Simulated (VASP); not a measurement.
**Zn4O: single point with PBE**

The system is Zn4O.

```
CELL_PARAMETERS angstrom
0.00000 4.20606 4.20606
4.20606 0.00000 4.20606
4.20606 4.20606 0.00000
ATOMIC_POSITIONS crystal
Zn 0.88773 0.88773 0.88773
Zn 0.88773 0.88773 0.33680
Zn 0.88773 0.33680 0.88773
Zn 0.33680 0.88773 0.88773
Zn 0.36227 0.36227 0.91320
Zn 0.36227 0.36227 0.36227
Zn 0.36227 0.91320 0.36227
Zn 0.91320 0.36227 0.36227
O 0.50000 0.50000 0.50000
O 0.75000 0.75000 0.75000
```

- Program: VASP 6.6.1
- Task: single point
- Functional: PBE
- Potentials or basis: VASP PAW PBE potentials, release 64 (Zn, O)
- Cutoff: 520 eV
- k mesh: 4 × 4 × 4
- Occupations: gaussian, width 0.1 eV
- Spin: collinear spin, ferromagnetic start
- Starting moments: [0.0, 0.0, 0.0, 0.0, 0.0, 0.0, 0.0, 0.0, 1.0, 1.0] μB
- Dipole correction: no
- Further INCAR settings: ALGO = Normal; EDIFF = 1e-06; NBANDS = 69

```json
{
  "Pressure": "0.5 GPa",
  "Largest force": "0.074 eV/Å",
  "Band gap on the k mesh": "zero (filled and empty bands overlap)",
  "Net moment": "0.00 μB per cell",
  "Valence electrons inside the program's atomic spheres": "Zn 10.72; O 4.97"
}
```

Forces on the atoms (eV/Å):
```
Zn   0.042  0.042  0.042
Zn  -0.042 -0.042  0.042
Zn  -0.042  0.042 -0.042
Zn   0.042 -0.042 -0.042
Zn   0.042  0.042 -0.042
Zn  -0.042 -0.042 -0.042
Zn   0.042 -0.042  0.042
Zn  -0.042  0.042  0.042
O    0.000  0.000  0.000
O    0.000  0.000  0.000
```

Levels at points of the mesh, in eV from the Fermi level:
Spin up:
```csv
k point,band 50,band 51,band 52,band 53,band 54,band 55,band 56,band 57,band 58,band 59
"(0.00, 0.00, 0.00)",-2.90,-2.07,-2.07,-2.07,-0.98,-0.98,-0.22,-0.22,-0.22,1.34
"(0.50, 0.00, 0.00)",-4.23,-2.52,-2.52,-2.01,0.10,0.10,1.65,1.75,1.75,2.83
"(0.50, 0.50, 0.00)",-4.33,-1.89,-1.89,-1.62,-1.62,1.69,1.69,2.45,2.45,2.52
```
Spin down:
| k point | band 51 | band 52 | band 53 | band 54 | band 55 | band 56 | band 57 | band 58 |
| --- | --- | --- | --- | --- | --- | --- | --- | --- |
| (0.00, 0.00, 0.00) | -2.07 | -2.07 | -2.07 | -0.98 | -0.98 | -0.22 | -0.22 | -0.22 |
| (0.50, 0.00, 0.00) | -2.52 | -2.52 | -2.01 | 0.10 | 0.10 | 1.65 | 1.75 | 1.75 |
| (0.50, 0.50, 0.00) | -1.89 | -1.89 | -1.62 | -1.62 | 1.69 | 1.69 | 2.45 | 2.45 |

Run time: 3.4 min on 1 thread of AMD EPYC 7R13 Processor (Zen 3), on a shared host, peak memory 0.42 GiB.
